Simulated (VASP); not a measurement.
# Au (I4/mmm) in VASP: further runs, part 2 of 2

VASP 6.6.1. The steps go on from the part before.

### Step 4. Single point, PBEsol (strain along c alone, the other axes held: -1.0 %)

INCAR reads:

```
ALGO = Fast ; EDIFF = 1E-6
ENCUT = 520 ; GGA = PS
ISIF = 2 ; ISMEAR = 0
LASPH = True ; LCHARG = True
LELF = True ; LREAL = False
LVHAR = True ; LWAVE = False
NBANDS = 18 ; NELM = 100
PREC = Accurate ; SIGMA = 0.1
```

KPOINTS reads:

```
k-points
0
Gamma
  18 18 14
```

POSCAR reads:

```
Au
1.0
    2.0418799352      2.0418799352      0.0000000000
   -2.0418799352      2.0418799352      0.0000000000
    0.0000000000      0.0000000000      4.0429222717
Au
2
Direct
    0.0000000000      0.0000000000      0.0000000000
    0.5000000000      0.5000000000      0.5000000000
```

Potentials or basis: VASP PAW PBE potentials, release 64 (Au).

Started as:

```
$ cat potpaw_PBE.64/Au/POTCAR > POTCAR
$ mpirun -np 1 vasp_std > vasp.out
```

OUTCAR:

```text
EDIFF = 1E-6
   ENCUT = 520
   GGA = PS
   ISIF = 2
   ISMEAR = 0
   LASPH = True
   LREAL = False
   NELM = 100
   PREC = Accurate

 ion  position               nearest neighbor table
   1  0.000  0.000  0.000-   2 2.87   2 2.87   2 2.87   2 2.87   2 2.87   2 2.87   2 2.87   2 2.87

   2  0.500  0.500  0.500-   1 2.87   1 2.87   1 2.87   1 2.87   1 2.87   1 2.87   1 2.87   1 2.87

  LATTYP: Found a simple tetragonal cell.
 ALAT       =     2.8876542971
 C/A-ratio  =     1.4000714268

  Lattice vectors:

 A1 = (   2.0418799352,   2.0418799352,   0.0000000000)
 A2 = (  -2.0418799352,   2.0418799352,   0.0000000000)
 A3 = (   0.0000000000,   0.0000000000,   4.0429222717)

Analysis of symmetry for initial positions (statically):
=====================================================================
 Subroutine PRICEL returns following result:

  LATTYP: Found a body centered tetragonal cell.
 ALAT       =     2.8876542971
 C/A-ratio  =     1.4000714268

  Lattice vectors:

 A1 = (   0.0000000000,  -2.0418799352,  -2.0214611359)
 A2 = (   0.0000000000,   2.0418799352,  -2.0214611359)
 A3 = (   2.0418799352,   0.0000000000,   2.0214611359)

   2 primitive cells build up your supercell.

 Routine SETGRP: Setting up the symmetry group for a
 simple tetragonal supercell.

 Subroutine GETGRP returns: Found 16 space group operations
 (whereof 16 operations were pure point group operations)
 out of a pool of 16 trial point group operations.

The static configuration has the point symmetry D_4h.

Analysis of symmetry for dynamics (positions and initial velocities):
=====================================================================
 Subroutine PRICEL returns following result:

  LATTYP: Found a body centered tetragonal cell.
 ALAT       =     2.8876542971
 C/A-ratio  =     1.4000714268

  Lattice vectors:

 A1 = (   0.0000000000,  -2.0418799352,  -2.0214611359)
 A2 = (   0.0000000000,   2.0418799352,  -2.0214611359)
 A3 = (   2.0418799352,   0.0000000000,   2.0214611359)

   2 primitive cells build up your supercell.

 Routine SETGRP: Setting up the symmetry group for a
 simple tetragonal supercell.

 Subroutine GETGRP returns: Found 16 space group operations
 (whereof 16 operations were pure point group operations)
 out of a pool of 16 trial point group operations.

The dynamic configuration has the point symmetry D_4h.

 Subroutine INISYM returns: Found 16 space group operations
 (whereof 16 operations are pure point group operations),
 and found     2 'primitive' translations

----------------------------------------------------------------------------------------

                                     Primitive cell

  volume of cell :      16.8560

  direct lattice vectors                    reciprocal lattice vectors
     0.000000000 -2.041879935 -2.021461136     0.244872380 -0.244872380 -0.247345839
     0.000000000  2.041879935 -2.021461136     0.244872380  0.244872380 -0.247345839
     2.041879935  0.000000000  2.021461136     0.489744761  0.000000000  0.000000000

  length of vectors
     2.873252302  2.873252302  2.873252302     0.425564248  0.425564248  0.489744761

  position of ions in fractional coordinates (direct lattice)
     0.000000000  0.000000000  0.000000000

  ion indices of the primitive-cell ions
   primitive index   ion index
                 1           1

----------------------------------------------------------------------------------------

 KPOINTS: k-points

Automatic generation of k-mesh.
 Grid dimensions read from file:
 generate k-points for:   18   18   14

 Generating k-lattice:

  Cartesian coordinates                     Fractional coordinates (reciprocal lattice)
     0.013604021  0.013604021  0.000000000     0.055555556  0.000000000  0.000000000
    -0.013604021  0.013604021  0.000000000     0.000000000  0.055555556  0.000000000
     0.000000000  0.000000000  0.017667560     0.000000000  0.000000000  0.071428571

  Length of vectors
     0.019238991  0.019238991  0.017667560

  Shift w.r.t. Gamma in fractional coordinates (k-lattice)
     0.000000000  0.000000000  0.000000000

 Subroutine IBZKPT returns following result:
 ===========================================

 Found    440 irreducible k-points:

 Following reciprocal coordinates:
            Coordinates               Weight
  0.000000  0.000000  0.000000      1.000000
  0.055556  0.000000  0.000000      4.000000
  0.111111  0.000000  0.000000      4.000000
  0.166667  0.000000  0.000000      4.000000
  0.222222  0.000000  0.000000      4.000000
  0.277778  0.000000  0.000000      4.000000
[... 16 lines left out ...]
  0.277778  0.111111  0.000000      8.000000
  0.333333  0.111111  0.000000      8.000000
 [... further k-points ...]
   k-points           NKPTS =    440   k-points in BZ     NKDIM =    440   number of bands    NBANDS=     18
   number of dos      NEDOS =    301   number of ions     NIONS =      2
   total plane-waves  NPLWV =  17280
   dimension x,y,z NGX =    24 NGY =   24 NGZ =   30
   dimension x,y,z NGXF=    48 NGYF=   48 NGZF=   60
   ions per type =               2
   NGX,Y,Z   is equivalent  to a cutoff of  13.82, 13.82, 12.34 a.u.
   NGXF,Y,Z  is equivalent  to a cutoff of  27.63, 27.63, 24.67 a.u.
 SYSTEM =  unknown system
   PREC   = accura    normal or accurate (medium, high low for compatibility)
   ISTART =      0    job   : 0-new  1-cont  2-samecut
   ICHARG =      2    charge: 1-file 2-atom 10-const
   ISPIN  =      1    spin polarized calculation?
   LNONCOLLINEAR =      F non collinear calculations
   LSORBIT =      F    spin-orbit coupling
   LASPH  =      T    aspherical Exc in radial PAW
   ENCUT  =  520.0 eV  38.22 Ry    6.18 a.u.   5.37  5.37  7.52*2*pi/ulx,y,z
   NELM   =    100;   NELMIN=  2; NELMDL= -5     # of ELM steps
   EDIFF  = 0.1E-05   stopping-criterion for ELM
   LREAL  =      F    real-space projection
[... 7 lines left out ...]
   TEBEG  =    0.0;   TEEND  =   0.0 temperature during run
   PSTRESS=    0.0 pullay stress
   NELECT =      22.0000    total number of electrons
   NUPDOWN=      -1.0000    fix difference up-down
   EMIN   =  10.00;   EMAX   =-10.00  energy-range for DOS
   EFERMI =   0.00;   METHOD = LEGACY
   ISMEAR =     0;   SIGMA  =   0.10  broadening in eV -4-tet -1-fermi 0-gaus
   EFERMI_NEDOS =   21; number of points for ismear=-14 and -15
   IALGO  =     68    algorithm
   IMIX   =      4    mixing-type and parameters
     AMIX     =   0.40;   BMIX     =  1.00
     AMIX_MAG =   1.60;   BMIX_MAG =  1.00
  volume/ion in A,a.u.               =      16.86       113.75
  Fermi-wavevector in a.u.,A,eV,Ry     =   1.419996  2.683403 27.434634  2.016389
  Thomas-Fermi vector in A             =   2.540958
   LORBIT       =      0    0 simple, 1 ext, 2 COOP (PROOUT), +10 PAW based schemes
   GGA     = PS    functional components
   LHFCALC =     F    Hartree Fock is set to
   AEXX    =    0.0000 exact exchange contribution
   IVDW    =     0    specifies the selected vdW correction
   LEPSILON=     F    determine dielectric tensor
   LRPA    =     F    only Hartree local field effects (RPA)
 non-spin polarized calculation
 RMM-DIIS sequential band-by-band and
 Gauss-broadening in eV      SIGMA  =   0.10
  energy-cutoff  :      520.00
  volume of cell :       33.71
 maximum number of plane-waves:       924
 NGX is ok and might be reduce to    24
   NGX = 11   NGY = 11   NGZ = 15

 number of electron      22.0000001 magnetization

 Free energy of the ion-electron system (eV)
  ---------------------------------------------------
  ext. energy  EPLUGINS =         0.00000000
  ---------------------------------------------------
  free energy    TOTEN  =        -7.84911425 eV

  energy without entropy =       -7.84691667  energy(sigma->0) =       -7.84801546

 E-fermi :   9.4673     XC(G=0): -12.9499

 val. band max:        9.4530706834   @ k =   0.5000   0.2222   0.0000
 cond. band min:       9.4676034637   @ k =   0.4444   0.1111   0.5000
 fundamental gap:      0.0145327802
 Fermi energy:         9.4673387657

 k-point     1 :       0.0000    0.0000    0.0000
  band No.  band energies     occupation
      1      -0.5758      2.00000
      2       2.2960      2.00000
      3       2.6168      2.00000
      4       4.6920      2.00000
      5       4.6920      2.00000
      6       4.7842      2.00000
[... 10 lines left out ...]
     17      26.6432      0.00000
     18      27.9463      0.00000
[... 466 lines left out ...]
      2       3.4645      2.00000
      3       3.8839      2.00000
      4       3.9423      2.00000
      5       4.5904      2.00000
      6       4.9359      2.00000
[... 10 lines left out ...]
     17      23.5480      0.00000
     18      26.5365      0.00000

 [... further k-points ...]

------------------------ aborting loop because EDIFF is reached ----------------------------------------

  FORCE on cell =-STRESS in cart. coord.  units (eV):
  Direction    XX          YY          ZZ          XY          YZ          ZX
  --------------------------------------------------------------------------------------
  -------------------------------------------------------------------------------------
  Total        0.3128150      0.3128150      0.2894324      0.0000000      0.0000000      0.0000000
  in kB       14.8666235     14.8666235     13.7553592      0.0000000      0.0000000      0.0000000
  external PRESSURE =      14.4962021 kB  Pullay stress =       0.0000000 kB

 VOLUME and BASIS-vectors are now :
 -----------------------------------------------------------------------------
  energy-cutoff  :      520.00
  volume of cell :       33.71
      direct lattice vectors                 reciprocal lattice vectors
     2.041879935  2.041879935  0.000000000     0.244872380  0.244872380  0.000000000
    -2.041879935  2.041879935  0.000000000    -0.244872380  0.244872380  0.000000000
     0.000000000  0.000000000  4.042922272     0.000000000  0.000000000  0.247345839

 POSITION                                       TOTAL-FORCE (eV/Angst)
 -----------------------------------------------------------------------------------
      0.00000      0.00000      0.00000         0.000000     -0.000000      0.000000
      0.00000      2.04188      2.02146        -0.000000      0.000000     -0.000000
 -----------------------------------------------------------------------------------
    total drift:                               -0.000000      0.000000     -0.000000

  FREE ENERGIE OF THE ION-ELECTRON SYSTEM (eV)
  ---------------------------------------------------
  free  energy   TOTEN  =        -7.8491142482 eV

  energy  without entropy=       -7.8469166669  energy(sigma->0) =       -7.84801546
```

OSZICAR:

```text
N       E                     dE             d eps       ncg     rms          rms(c)
DAV:   1     0.122057672469E+03    0.12206E+03   -0.11622E+04 16344   0.118E+03
DAV:   2    -0.641042850727E+01   -0.12847E+03   -0.12246E+03 16840   0.260E+02
DAV:   3    -0.851881112823E+01   -0.21084E+01   -0.20972E+01 18540   0.336E+01
DAV:   4    -0.852805108799E+01   -0.92400E-02   -0.92388E-02 17334   0.237E+00
DAV:   5    -0.852813170175E+01   -0.80614E-04   -0.80614E-04 17600   0.232E-01    0.140E+01
RMM:   6    -0.790130264536E+01    0.62683E+00   -0.10556E+00 15840   0.768E+00    0.859E+00
RMM:   7    -0.785522637167E+01    0.46076E-01   -0.15124E-01 16311   0.309E+00    0.364E+00
RMM:   8    -0.784921717912E+01    0.60092E-02   -0.17897E-02 16531   0.103E+00    0.595E-01
RMM:   9    -0.784911314325E+01    0.10404E-03   -0.12360E-03 17336   0.269E-01    0.174E-01
RMM:  10    -0.784911867599E+01   -0.55327E-05   -0.17862E-04 17343   0.907E-02    0.159E-01
RMM:  11    -0.784911402653E+01    0.46495E-05   -0.33527E-05 17247   0.380E-02    0.178E-02
RMM:  12    -0.784911424823E+01   -0.22170E-06   -0.41040E-06 14025   0.128E-02
   1 F= -.78491142E+01 E0= -.78480155E+01  d E =-.219758E-02
```

Wall time 82 s (1 thread of Intel Xeon Platinum 8488C (Sapphire Rapids), shared host); peak memory 0.32 GiB.

Results:

| Item | Value |
| --- | --- |
| Free energy | -7.8491 eV |
| Pressure | 1.4 GPa |
| Band gap on the k mesh | zero (bands 11 and 12 overlap by 7.34 eV) |

Caveat: the cell differs from its parent crystal (strain along c alone, the other axes held: -1.0 %); the PAW data sets were made with another functional, which shifts forces and pressure a little; spin-orbit coupling is left out, which moves the levels of the heavy elements.

### Step 5. Summary

| cell | further INCAR settings | gap on the mesh (eV) | pressure (GPa) |
| --- | --- | --- | --- |
| a = 2.888, b = 2.888, c = 3.961 Å, 2 atoms | ALGO = Fast; EDIFF = 1e-06; NBANDS = 18 | none | 5.5 |
| a = 2.888, b = 2.888, c = 4.002 Å, 2 atoms | ALGO = Fast; EDIFF = 1e-07; NBANDS = 18 | none | 3.3 |
| a = 2.888, b = 2.888, c = 4.043 Å, 2 atoms | ALGO = Fast; EDIFF = 1e-06; NBANDS = 18 | none | 1.4 |

Alike in all rows: task single point; level PBEsol; potentials or basis VASP PAW PBE potentials, release 64 (Au); no spin polarisation; k mesh 18 × 18 × 14; cutoff (eV) 520; smearing gaussian 0.1 eV.

Caveats: the PAW data sets were made with another functional, which shifts forces and pressure a little; spin-orbit coupling is left out, which moves the levels of the heavy elements; the cell stands under pressure (at least some runs).

Absolute energies hang on the potentials; compare differences alone.

The gap in the log of VASP goes by the Fermi energy; the results here count the filled bands.